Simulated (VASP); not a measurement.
# H4C in VASP: notebook, part 2 of 2

VASP 6.6.1.

### Step 3. Single point, PBE+D3(BJ)

This run uses another cell than the first one, of 17.26 Å³/atom.

Input file INCAR:

```
SYSTEM = H4C
ALGO = Normal
EDIFF = 1E-6
ENCUT = 520
GGA = PE
ISIF = 2
ISMEAR = -1
IVDW = 12
LASPH = .TRUE.
LCHARG = .TRUE.
LELF = .TRUE.
LREAL = Auto
LVHAR = .TRUE.
LWAVE = .FALSE.
NBANDS = 58
NELM = 60
PREC = Accurate
SIGMA = 0.02
```

Input file KPOINTS:

```
k-points
0
G
  1 1 1
  0 0 0
```

Input file POSCAR:

```
H4C
1.0
    8.8374220000      0.0000000000      0.0000000000
    0.0000000000      8.8374220000      0.0000000000
    0.0000000000      0.0000000000      8.8374220000
C H
8 32
Direct
    0.4042694804      0.1229317781      0.9219204424
    1.1366776420      0.4266855198      0.4970680364
    0.4582331816      0.5704491649      0.0407811237
    0.0777828647      0.7892007420      0.2361322114
    0.4716647004     -0.0114173568      0.2952218418
    1.0009593295      0.8495011328      0.8151585383
    0.5422508962      0.7052961825      0.6646734760
    0.8845452893      0.4941373174      0.9458301301
    0.4251126629      0.1596166846      1.0388776274
    0.4669913918      0.2172013513      0.8635210585
    0.2778525231      0.1176134850      0.9165795183
    0.4443150955      0.0158983016      0.8923982582
    1.2095495723      0.3562011636      0.4280094353
    1.1057410181      0.5284799119      0.4442924645
    1.2205369394      0.4596928833      0.5730969959
    1.0455650981      0.3663285515      0.5413456549
    0.4706576194      0.6059459422      0.1575459450
    0.3904532340      0.4604736540      0.0295108687
    0.5771366355      0.5475805048      0.0193608498
    0.4209485526      0.6577936416     -0.0433384306
    0.0417768892      0.8313963054      0.3453156362
   -0.0256522773      0.7794693973      0.1887541412
    0.1634979070      0.7011207567      0.2378974321
    0.1257380263      0.8971960375      0.1976141911
    0.3855988771      0.0225405101      0.3805747875
    0.5161799448      0.0919385767      0.2439399182
    0.4119979786     -0.0659807804      0.2031927411
    0.5553995271     -0.0785070578      0.3408460069
    1.0472737411      0.8401318846      0.6969113843
    0.8736484463      0.8697559085      0.8145248694
    1.0556811704      0.9418357526      0.8750063084
    1.0031092778      0.7419810891      0.8770317860
    0.5521519737      0.5856006424      0.6777994759
    0.6459689262      0.7489740786      0.7120515463
    0.4441227317      0.7494945924      0.7173245772
    0.5278349274      0.7410079546      0.5469581514
    0.8176479521      0.6027549663      0.9953920951
    1.0038221554      0.4940807398      0.9772985832
    0.8520131776      0.4863182951      0.8205673555
    0.8613711103      0.4034773942      1.0331972378
```

Potentials or basis: VASP PAW PBE potentials, release 64 (C, H).

Command:

```
$ cat potpaw_PBE.64/C/POTCAR potpaw_PBE.64/H/POTCAR > POTCAR
$ mpirun -np 1 vasp_gam > vasp.out
```

OUTCAR:

```text
SYSTEM = H4C
   EDIFF = 1E-6
   ENCUT = 520
   GGA = PE
   ISIF = 2
   ISMEAR = -1
   IVDW = 12
   LASPH = .TRUE.
   LREAL = Auto
   NELM = 60
   PREC = Accurate
 IVDW          = 12

 ion  position               nearest neighbor table
   1  0.404  0.123  0.922-  12 1.04   9 1.10  11 1.12  10 1.13
   2  0.137  0.427  0.497-  15 1.04  16 1.04  14 1.05  13 1.08
   3  0.458  0.570  0.041-  17 1.08  19 1.09  20 1.12  18 1.15
   4  0.078  0.789  0.236-  22 1.01  21 1.08  23 1.09  24 1.10
   5  0.472  0.989  0.295-  28 1.03  27 1.08  26 1.09  25 1.11
   6  0.001  0.850  0.815-  31 1.09  32 1.10  29 1.13  30 1.14
   7  0.542  0.705  0.665-  35 1.06  33 1.07  34 1.08  36 1.09
   8  0.885  0.494  0.946-  38 1.09  40 1.13  39 1.15  37 1.21
   9  0.425  0.160  0.039-   1 1.10
  10  0.467  0.217  0.864-   1 1.13
  11  0.278  0.118  0.917-   1 1.12
  12  0.444  0.016  0.892-   1 1.04
  13  0.210  0.356  0.428-   2 1.08
  14  0.106  0.528  0.444-   2 1.05
[... 24 lines left out ...]
  39  0.852  0.486  0.821-   8 1.15
  40  0.861  0.403  0.033-   8 1.13

  LATTYP: Found a simple cubic cell.
 ALAT       =     8.8374220000

  Lattice vectors:

 A1 = (   8.8374220000,   0.0000000000,   0.0000000000)
 A2 = (   0.0000000000,   8.8374220000,   0.0000000000)
 A3 = (   0.0000000000,   0.0000000000,   8.8374220000)

Analysis of symmetry for initial positions (statically):
=====================================================================
 Subroutine PRICEL returns:
 Original cell was already a primitive cell.

 Routine SETGRP: Setting up the symmetry group for a
 simple cubic supercell.

 Subroutine GETGRP returns: Found  1 space group operations
 (whereof  1 operations were pure point group operations)
 out of a pool of 48 trial point group operations.

The static configuration has the point symmetry C_1 .

Analysis of symmetry for dynamics (positions and initial velocities):
[... 186 lines left out ...]
  Thomas-Fermi vector in A             =   1.835517
   LORBIT       =      0    0 simple, 1 ext, 2 COOP (PROOUT), +10 PAW based schemes
   GGA     = PE    functional components
   LHFCALC =     F    Hartree Fock is set to
   AEXX    =    0.0000 exact exchange contribution
   IVDW    =    12    specifies the selected vdW correction
   LEPSILON=     F    determine dielectric tensor
   LRPA    =     F    only Hartree local field effects (RPA)
 non-spin polarized calculation
  energy-cutoff  :      520.00
  volume of cell :      690.20
 maximum number of plane-waves:      9403
 NGX is ok and might be reduce to    70
   NGX = 33   NGY = 33   NGZ = 33

 number of electron      64.0000000 magnetization

 Free energy of the ion-electron system (eV)
  ---------------------------------------------------
  ext. energy  EPLUGINS =         0.00000000
  ---------------------------------------------------
  free energy    TOTEN  =      -190.16354002 eV

  energy without entropy =     -190.16354002  energy(sigma->0) =     -190.16354002

 E-fermi :  -6.1529     XC(G=0):  -4.5484

 val. band max:       -6.6796679583   @ k =   0.0000   0.0000   0.0000
 cond. band min:      -0.1634694831   @ k =   0.0000   0.0000   0.0000
 fundamental gap:      6.5161984752
 Fermi energy:        -6.1529475587

 k-point     1 :       0.0000    0.0000    0.0000
  band No.  band energies     occupation
      1     -15.8992      2.00000
      2     -15.8138      2.00000
      3     -15.7967      2.00000
      4     -15.7094      2.00000
      5     -15.5212      2.00000
      6     -15.4738      2.00000
[... 36 lines left out ...]
     43       2.8142      0.00000
     44       2.9980      0.00000
 [bands above 44 left out]

------------------------ aborting loop because EDIFF is reached ----------------------------------------

 Edisp (eV)   -0.77878

 E8    (eV) :    -0.1606

  FORCE on cell =-STRESS in cart. coord.  units (eV):
  Direction    XX          YY          ZZ          XY          YZ          ZX
  --------------------------------------------------------------------------------------
  -------------------------------------------------------------------------------------
  Total       2.90772     1.53831     2.73831     0.76366     0.43206     1.95506
  in kB       6.74973     3.57091     6.35648     1.77268     1.00295     4.53831
  external pressure =        5.56 kB  Pullay stress =        0.00 kB

 VOLUME and BASIS-vectors are now :
 -----------------------------------------------------------------------------
  energy-cutoff  :      520.00
  volume of cell :      690.20
      direct lattice vectors                 reciprocal lattice vectors
     8.837422000  0.000000000  0.000000000     0.113155171  0.000000000  0.000000000
     0.000000000  8.837422000  0.000000000     0.000000000  0.113155171  0.000000000
     0.000000000  0.000000000  8.837422000     0.000000000  0.000000000  0.113155171

 POSITION                                       TOTAL-FORCE (eV/Angst)
 -----------------------------------------------------------------------------------
      3.57270      1.08640      8.14740        -0.895684      2.679981      0.845068
      1.20788      3.77080      4.39280         1.462273     -0.417370     -1.012710
      4.04960      5.04130      0.36040        -0.212180     -0.887752     -0.725806
      0.68740      6.97450      2.08680         2.436912      2.265896      1.748003
      4.16830      8.73652      2.60900        -2.289954      1.943693     -0.651672
      0.00848      7.50740      7.20390        -1.502725     -0.260877     -0.697987
[... 32 lines left out ...]
      7.52960      4.29780      7.25170         0.574063     -0.564145      1.634494
      7.61230      3.56570      0.29338        -1.076590      0.005645     -1.378513
 -----------------------------------------------------------------------------------
    total drift:                               -0.014476      0.002821      0.005876

  FREE ENERGIE OF THE ION-ELECTRON SYSTEM (eV)
  ---------------------------------------------------
  free  energy   TOTEN  =      -190.9423193304 eV

  energy  without entropy=     -190.9423193304  energy(sigma->0) =     -190.94231933
```

OSZICAR:

```text
N       E                     dE             d eps       ncg     rms          rms(c)
DAV:   1     0.357668909731E+03    0.35767E+03   -0.25949E+04   116   0.882E+02
DAV:   2    -0.148774636937E+03   -0.50644E+03   -0.48233E+03   150   0.202E+02
DAV:   3    -0.215287687924E+03   -0.66513E+02   -0.66044E+02   152   0.738E+01
DAV:   4    -0.217762944599E+03   -0.24753E+01   -0.24690E+01   144   0.172E+01
DAV:   5    -0.217829609664E+03   -0.66665E-01   -0.66631E-01   160   0.258E+00    0.249E+01
DAV:   6    -0.194182820284E+03    0.23647E+02   -0.45206E+01   128   0.190E+01    0.117E+01
DAV:   7    -0.191039015962E+03    0.31438E+01   -0.79890E+00   152   0.811E+00    0.687E+00
DAV:   8    -0.190204841181E+03    0.83417E+00   -0.18948E+00   144   0.419E+00    0.227E+00
DAV:   9    -0.190144363195E+03    0.60478E-01   -0.19517E-01   144   0.129E+00    0.758E-01
DAV:  10    -0.190157985426E+03   -0.13622E-01   -0.59097E-02   136   0.755E-01    0.248E-01
DAV:  11    -0.190160345962E+03   -0.23605E-02   -0.40893E-03   120   0.262E-01    0.146E-01
DAV:  12    -0.190162677995E+03   -0.23320E-02   -0.18606E-03   120   0.183E-01    0.101E-01
DAV:  13    -0.190163462373E+03   -0.78438E-03   -0.65763E-04   128   0.122E-01    0.649E-02
DAV:  14    -0.190163572510E+03   -0.11014E-03   -0.66251E-04   136   0.945E-02    0.442E-02
DAV:  15    -0.190163539857E+03    0.32653E-04   -0.16456E-04   128   0.441E-02    0.139E-02
DAV:  16    -0.190163539976E+03   -0.11913E-06   -0.12456E-05   136   0.138E-02    0.546E-03
DAV:  17    -0.190163540015E+03   -0.39079E-07   -0.41077E-06   128   0.851E-03
   1 F= -.19094232E+03 E0= -.19094232E+03  d E =-.399288E-11
```

It took 2.4 min on 1 thread of Intel Xeon 8259CL, shared host; peak memory 0.61 GiB.

What came out:

```yaml
Free_energy: -190.9423 eV
Pressure: 0.6 GPa
Largest_force: 3.786 eV/Å
Band_gap_on_the_k_mesh: 6.52 eV
Dispersion_energy_per_atom: -0.019 eV
```

Forces on the atoms (eV/Å):
```
C   -0.896  2.680  0.845
C    1.462 -0.417 -1.013
C   -0.212 -0.888 -0.726
C    2.437  2.266  1.748
C   -2.290  1.944 -0.652
C   -1.503 -0.261 -0.698
C    0.498  0.366 -0.938
C   -1.678  1.278  1.598
H    0.181 -0.775  0.195
H   -1.014 -0.755 -0.434
H    0.664  0.560 -0.619
H    1.014 -1.623 -0.183
H   -0.342 -0.409 -0.978
H   -0.704  1.135 -1.141
H    0.923  0.575  2.262
H   -1.326 -0.893  0.904
H   -0.902  0.469  0.432
H    0.696  1.312  0.186
H    0.292 -0.427 -0.693
H    0.016 -0.480  0.930
H    0.337 -0.531  1.269
H   -2.770 -1.228 -2.271
H   -0.340 -0.295 -0.075
H    0.339 -0.213 -0.671
H    0.425 -0.217 -0.167
H    0.346  0.106  0.234
H   -0.154 -0.539 -0.202
H    1.741 -1.374  0.959
H   -0.439 -0.045  0.862
H    1.108  0.279 -0.401
H    0.169  0.072  0.230
H    0.749  0.107 -0.096
H   -0.346 -1.028 -0.147
H    0.334  0.641  0.180
H   -0.914  0.321  1.046
H    0.420 -0.281 -0.218
H    1.611 -1.892 -0.911
H    0.568  1.016 -0.906
H    0.574 -0.564  1.634
H   -1.077  0.006 -1.379
```

Levels at points of the mesh, in eV from the valence-band top:
```csv
k point,band 29,band 30,band 31,band 32,band 33,band 34,band 35,band 36
"(0.00, 0.00, 0.00)",-0.43,-0.36,-0.18,0.00,6.52,8.23,8.34,8.40
```

Caveat: the k points lie up to 0.71 Å⁻¹ apart; the atoms stand as in a frame of molecular dynamics.

### Step 4. Relaxation of the atoms, PBE+D3(BJ)

This run uses another cell than the first one, of 11.34 Å³/atom.

Input file INCAR:

```
SYSTEM = H4C
PREC     = Accurate       ! precision mode
ENCUT    = 520            ! plane-wave cutoff, eV
EDIFF    = 1E-6           ! SCF threshold, eV
ISMEAR   = -1             ! smearing method
SIGMA    = 0.02           ! smearing width, eV
LREAL    = Auto         
LASPH    = .TRUE.         ! aspherical terms in the spheres
NELM     = 60             ! most SCF steps
ALGO     = Normal         ! electronic algorithm
ISIF     = 2              ! what is computed and relaxed
LWAVE    = .FALSE.        ! write WAVECAR
LCHARG   = .FALSE.        ! write CHGCAR
GGA      = PE             ! functional
IVDW     = 12             ! dispersion correction
IBRION   = 2              ! ionic algorithm
NSW      = 35             ! ionic steps
EDIFFG   = -0.3           ! ionic threshold
```

Input file KPOINTS:

```
Automatic mesh
0
G
  1 1 1
  0 0 0
```

Input file POSCAR:

```
H4C
1.0
    7.6834750000      0.0000000000      0.0000000000
    0.0000000000      7.6834750000      0.0000000000
    0.0000000000      0.0000000000      7.6834750000
C H
8 32
Direct
    0.5359405000      0.1904629000      0.9343485000
    0.8684790000      0.3598371000      0.4413281000
    0.3559438000      0.6740479000      0.0260710000
    0.1875382000      0.8052875000      0.5028251000
    0.2133715000      0.1812035000      0.2318248000
    0.8630914000      0.9280683000      0.9324078000
    0.4704424000      0.5069745000      0.3916663000
    0.9529137000      0.4804774000      0.9828894000
    0.6163233000      0.2682919000      1.0214918000
    0.4537483000      0.1037106000      1.0107107000
    0.6193022000      0.1137032000      0.8490757000
    0.4543881000      0.2761458000      0.8561160000
    0.8754434000      0.3868822000      0.5803703000
    0.7642413000      0.2669629000      0.4163969000
    0.9918548000      0.3053072000      0.3975378000
    0.8423765000      0.4801963000      0.3710073000
    0.2999715000      0.7418550000     -0.0852035000
    0.4942050000      0.6520889000      0.0033924000
    0.2904877000      0.5494235000      0.0433035000
    0.3391109000      0.7528241000      0.1427913000
    0.1225808000      0.7614475000      0.6210253000
    0.1031954000      0.7821692000      0.3911805000
    0.3087634000      0.7336029000      0.4861381000
    0.2156131000      0.9439304000      0.5129566000
    0.2136518000      0.2583395000      0.1128179000
    0.1005128000      0.0953231000      0.2322292000
    0.2074402000      0.2675918000      0.3441394000
    0.3318813000      0.1035595000      0.2381127000
    0.9939909000      0.9041514000      0.9814586000
    0.7698652000      0.8519064000      1.0073808000
    0.8561178000      0.8902543000      0.7959008000
    0.8323916000      1.0659609000      0.9448910000
    0.5494916000      0.6232818000      0.3733217000
    0.3752288000      0.5302124000      0.4941703000
    0.5539297000      0.3983875000      0.4284280000
    0.4031194000      0.4760164000      0.2707452000
    0.9228808000      0.5380860000      0.8568261000
    0.8360258000      0.4788729000      1.0631846000
    1.0533860000      0.5571829000      1.0471877000
    0.9993623000      0.3477677000      0.9643592000
```

Command:

```
$ cat potpaw_PBE.64/C/POTCAR potpaw_PBE.64/H/POTCAR > POTCAR
$ mpirun -np 1 vasp_gam > vasp.out
```

It took 4 min on 1 thread of Intel Xeon 8259CL, shared host; peak memory 0.51 GiB.

It converged, with:

| Quantity | Value |
| --- | --- |
| Free energy | -192.4823 eV |
| Energy gained by relaxing | 1.4 meV/atom |
| Ionic steps | 4 |
| Pressure after relaxing | 1.0 GPa |
| Largest force after relaxing | 0.250 eV/Å |
| Band gap on the k mesh | 6.83 eV |
| Dispersion energy per atom | -0.030 eV |

Forces in eV/Å, atoms in the order of the input:
```
C   -0.011  0.156  0.035
C   -0.191  0.043  0.054
C    0.045  0.054 -0.017
C   -0.232  0.093  0.008
C    0.006 -0.029  0.001
C    0.019 -0.179 -0.047
C    0.083  0.171  0.021
C   -0.086 -0.037 -0.042
H   -0.125 -0.095 -0.152
H    0.046  0.002 -0.128
H   -0.097  0.088 -0.151
H   -0.062  0.048  0.019
H   -0.048 -0.019  0.033
H    0.131  0.025  0.030
H    0.061 -0.015  0.051
H    0.021 -0.083  0.081
H    0.043  0.018 -0.036
H   -0.009  0.092 -0.029
H    0.159  0.145 -0.095
H    0.022 -0.026 -0.140
H   -0.020  0.054 -0.031
H    0.022  0.066  0.117
H   -0.047  0.195  0.028
H   -0.129  0.093  0.053
H    0.034 -0.091  0.091
H    0.047 -0.002  0.002
H    0.102 -0.111 -0.059
H   -0.010 -0.058  0.024
H    0.044 -0.094 -0.019
H    0.128  0.089 -0.064
H    0.043  0.038  0.155
H    0.161 -0.050  0.051
H   -0.065 -0.193  0.091
H    0.033 -0.190  0.067
H    0.107 -0.181  0.043
H    0.028 -0.054  0.020
H   -0.017  0.008  0.024
H   -0.032 -0.035 -0.073
H   -0.152 -0.012  0.000
H   -0.054  0.076 -0.015
```

Stress tensor (GPa, compression positive):
```
 1.83 -0.98 -0.22
-0.98  0.80 -0.05
-0.22 -0.05  0.27
```

The path:
```csv
step,energy change (eV),largest force (eV/Å),pressure (GPa)
1,0.0000,0.4422,1.61
2,-0.0151,0.9150,1.05
3,-0.0244,0.4458,1.26
4,-0.0544,0.2501,0.97
```

Final structure:
```cif
data_structure
_symmetry_space_group_name_H-M 'P 1'
_symmetry_Int_Tables_number 1
_cell_length_a 7.6835
_cell_length_b 7.6835
_cell_length_c 7.6835
_cell_angle_alpha 90.000
_cell_angle_beta 90.000
_cell_angle_gamma 90.000
_cell_volume 453.60
loop_
_atom_site_label
_atom_site_type_symbol
_atom_site_fract_x
_atom_site_fract_y
_atom_site_fract_z
_atom_site_occupancy
C1 C 0.53512 0.19094 0.93313 1
C2 C 0.86891 0.35996 0.44221 1
C3 C 0.35667 0.67536 0.02490 1
C4 C 0.18631 0.80689 0.50352 1
C5 C 0.21358 0.18004 0.23176 1
C6 C 0.86447 0.92779 0.93285 1
C7 C 0.47117 0.50526 0.39220 1
C8 C 0.95195 0.48034 0.98236 1
H1 H 0.61664 0.26872 0.02193 1
H2 H 0.45407 0.10293 0.01006 1
H3 H 0.61817 0.11426 0.84757 1
H4 H 0.45300 0.27759 0.85535 1
H5 H 0.87500 0.38687 0.58185 1
H6 H 0.76454 0.26589 0.41619 1
H7 H 0.99110 0.30543 0.39811 1
H8 H 0.84239 0.48069 0.37078 1
H9 H 0.29940 0.74259 0.91309 1
H10 H 0.49565 0.65223 0.00314 1
H11 H 0.29168 0.54963 0.04269 1
H12 H 0.33897 0.75330 0.14333 1
H13 H 0.12173 0.76100 0.62230 1
H14 H 0.10236 0.78197 0.39027 1
H15 H 0.30776 0.73625 0.48634 1
H16 H 0.21528 0.94577 0.51343 1
H17 H 0.21386 0.25849 0.11273 1
H18 H 0.09962 0.09444 0.23209 1
H19 H 0.20894 0.26729 0.34425 1
H20 H 0.33274 0.10278 0.23882 1
H21 H 0.99589 0.90318 0.98179 1
H22 H 0.76919 0.85166 0.00792 1
H23 H 0.85616 0.88999 0.79482 1
H24 H 0.83392 0.06566 0.94549 1
H25 H 0.55017 0.62361 0.37357 1
H26 H 0.37571 0.52764 0.49472 1
H27 H 0.55399 0.39751 0.42886 1
H28 H 0.40345 0.47583 0.27137 1
H29 H 0.92272 0.53893 0.85585 1
H30 H 0.83494 0.47861 0.06353 1
H31 H 0.05196 0.55736 0.04745 1
H32 H 0.99943 0.34714 0.96419 1
```

Levels at points of the mesh, in eV from the valence-band top:
```csv
k point,band 30,band 31,band 32,band 33,band 34,band 35
"(0.00, 0.00, 0.00)",-0.33,-0.16,0.00,6.83,8.59,8.96
```

Caveat: the k points lie up to 0.82 Å⁻¹ apart; the relaxation stopped at a loose force limit of 0.3 eV/Å, so its end isn't a converged minimum.

### Step 5. Overview

| task | cell | gap on the mesh (eV) | pressure (GPa) | largest force (eV/Å) |
| --- | --- | --- | --- | --- |
| single point | a = 8.595 Å, 40 atoms, atomic positions A | 5.80 | -0.8 | 4.18 |
| single point | a = 8.837 Å, 40 atoms, atomic positions B | 6.52 | 0.6 | 3.79 |
| relaxation of the atoms | atoms relaxed from a = 7.683 Å, 40 atoms, atomic positions C | 6.83 | 1.0 | 0.25 |

Alike in all rows: level PBE+D3(BJ); potentials or basis VASP PAW PBE potentials, release 64 (C, H); no spin polarisation; k mesh 1 × 1 × 1; cutoff (eV) 520; smearing fermi-dirac 0.02 eV.

Caveats: all runs use coarse meshes; the atoms stand as in a frame of molecular dynamics (at least some runs); the relaxation stopped at a loose force limit of 0.3 eV/Å, so its end isn't a converged minimum (at least some runs).

Total energies depend on the potentials used, so only differences within one code and one set of settings carry meaning.
